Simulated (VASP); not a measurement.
CdF2: single point with PBE

Crystal: CdF2.

```xyz
3
Lattice="-0.2844 2.5596 2.5596 2.5596 -0.2844 2.5596 2.5596 2.5596 -0.2844" Properties=species:S:1:pos:R:3 pbc="T T T"
Cd    0.0000    0.0000    0.0000
F     1.2087    1.2087    1.2087
F     3.6261    3.6261    3.6261
```

This cell differs from its parent crystal: ratio of the length along [111] to the lengths across it x 0.85, volume and fractional coordinates fixed.

* Program: VASP 6.6.1
* Task: single point
* Functional: PBE
* Potentials or basis: VASP PAW PBE potentials, release 64 (Cd, F)
* Cutoff: 520 eV
* k mesh: 8 × 8 × 8
* Occupations: gaussian, width 0.05 eV
* Spin: no spin polarisation
* Dipole correction: no
* Further INCAR settings: ALGO = Normal; EDIFF = 1e-06; NBANDS = 20

| Quantity | Value |
| --- | --- |
| Pressure | 10.7 GPa |
| Largest force | 1.011 eV/Å |
| Band gap on the k mesh | 3.13 eV (least direct gap 3.36 eV) |

Forces in eV/Å, atoms in the order of the input:
```
Cd   0.000  0.000  0.000
F    0.584  0.584  0.584
F   -0.584 -0.584 -0.584
```

Stress tensor (GPa, compression positive):
```
10.74  6.08  6.08
 6.08 10.74  6.08
 6.08  6.08 10.74
```

Levels at points of the mesh, in eV from the valence-band top:
```
           k point  band 10  band 11  band 12  band 13  band 14  band 15  band 16  band 17
(0.00, 0.00, 0.00)    -1.01    -0.86    -0.86    -0.23     3.13    11.63    11.63    15.17
(0.50, 0.00, 0.00)    -2.09    -1.86    -0.57    -0.18     6.96     8.81    13.54    16.06
(0.50, 0.50, 0.00)    -2.99    -0.78    -0.45     0.00     8.09     9.46    11.88    13.16
(0.50, 0.50, 0.50)    -2.17    -2.17    -0.89    -0.89     7.96     9.77    13.53    13.53
```

Wall time 29 s on 1 thread of Intel(R) Xeon(R) Platinum 8488C (Sapphire Rapids), with other jobs on the host, peak memory 0.18 GiB.

Caveat: the cell stands under pressure; forces of over 1 eV/Å act on the atoms, so gaps and moduli don't describe the material at rest. A k mesh can miss the band edges.
